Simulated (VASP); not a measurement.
Set up this calculation in VASP 6.6.1, as the native input.

* Task: single point
* Functional: PBEsol
* Potentials or basis: VASP PAW PBE potentials, release 64 (H, Si, S)
* Cutoff: 400 eV
* k mesh: 1 × 1 × 1
* Occupations: fermi-dirac, width 0.05 eV
* Spin: no spin polarisation
* Dipole correction: no
* Further INCAR settings: LREAL = Auto; ALGO = Normal; EDIFF = 1e-06; NBANDS = 69; NELMDL = -8

The structure of Si20H10S lies in POSCAR:

```
Si20H10S
1.0
    7.6791800000      0.0000000000      0.0000000000
    0.0000000000      7.6791800000      0.0000000000
    0.0000000000      0.0000000000     18.2555000000
H Si S
10 20 1
Direct
    0.4093926695      0.0000000000      0.0547780121
    0.0906086327      0.0000000000      0.0547780121
    0.9093939718      0.0000000000      0.0547780121
    0.5906099349      0.0000000000      0.0547780121
    0.4093926695      0.5000013022      0.0547780121
    0.0906086327      0.5000013022      0.0547780121
    0.9093939718      0.5000013022      0.0547780121
    0.5906099349      0.5000013022      0.0547780121
    0.4607262755     -0.0127487570      0.5040617896
    0.2101526465     -0.0100140900      0.4867628934
    0.2500006511      0.0000000000      0.1021883816
    0.7500019533      0.0000000000      0.1021883816
    0.2500006511      0.5000013022      0.1021883816
    0.7500019533      0.5000013022      0.1021883816
    0.2930130561      0.2388015387      0.1763851990
    0.7671391998      0.2373690941      0.1631782203
    0.2677759865      0.7557707984      0.1761003533
    0.7640268883      0.7642091994      0.1768234231
    0.0070320008      0.2256751372      0.2293884035
    0.5495508635      0.2822957660      0.2386732765
    0.0126966681      0.7372401741      0.2364547671
    0.5164483708      0.8021950260      0.2622387774
    0.0016277780     -0.0132696460      0.3171482567
    0.5019806802      0.0595115624      0.3255402481
   -0.0278936032      0.5101195701      0.2989290899
    0.3855359557      0.5117082814      0.3389992057
    0.2352204272      0.1578684182      0.3081865739
    0.7643263994      0.1784305095      0.3293692312
    0.1486096172      0.3665495535      0.3999506998
    0.7027443034      0.4825775669      0.3187094300
    0.3257509265     -0.0433249383      0.5480759223
```

The input as run:

INCAR

```
PREC = Accurate ; ENCUT = 400
EDIFF = 1E-6 ; ISMEAR = -1
SIGMA = 0.05 ; LREAL = Auto
LASPH = True ; NELM = 120
ALGO = Normal ; ISIF = 2
LWAVE = False ; LCHARG = True
GGA = PS ; LELF = True
LVHAR = True ; NBANDS = 69
GGA_COMPAT = False ; NELMDL = -8
```

KPOINTS

```
Automatic mesh
0
Gamma
  1 1 1
```

Potentials or basis: VASP PAW PBE potentials, release 64 (H, Si, S).

Run with:

```console
$ cat potpaw_PBE.64/H/POTCAR potpaw_PBE.64/Si/POTCAR potpaw_PBE.64/S/POTCAR > POTCAR
$ mpirun -np 1 vasp_gam > vasp.out
```

It gave:

```yaml
Largest_force: 3.823 eV/Å
```

Caveat: the k points lie up to 0.82 Å⁻¹ apart; the atoms stand as in a frame of molecular dynamics; the PAW data sets were made with another functional, which shifts forces and pressure a little.

Run time: 4.9 min on 1 thread of Intel Xeon 8259CL, with other jobs on the host, peak memory 0.62 GiB.
